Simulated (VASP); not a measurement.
The system is CdO2.

```
Cd O
1.0
     3.47623    0.00000    0.00000
    -1.73811    3.01050    0.00000
     0.00000    0.00000    4.14808
Cd O
1 2
Cartesian
  0.0000 0.0000 0.0000
  1.7381 1.0035 3.1350
  0.0000 2.0070 1.0130
```

Base run:

- Program: VASP 6.6.1
- Functional: r2SCAN
- Potentials or basis: VASP PAW PBE potentials, release 64 (Cd, O)
- Cutoff: 520 eV
- k mesh: 9 × 9 × 7
- Occupations: fermi-dirac, width 0.25 eV
- Spin: no spin polarisation

Its results: band gap on the k mesh zero (band 12 reaches -0.59 eV, above the bottom of band 13 at -1.52 eV); pressure -6.7 GPa; largest force 0.213 eV/Å.

**Question.** The run is repeated on the same cell with these changes: occupations from fermi-dirac, width 0.25 eV to fermi-dirac, width 0.1 eV. What comes out?

**Answer.** Band gap on the k mesh zero (band 12 reaches -0.61 eV, above the bottom of band 13 at -1.54 eV); pressure -8.0 GPa; largest force 0.159 eV/Å.

Caveats: the PAW data sets were made with another functional, which shifts forces and pressure a little.
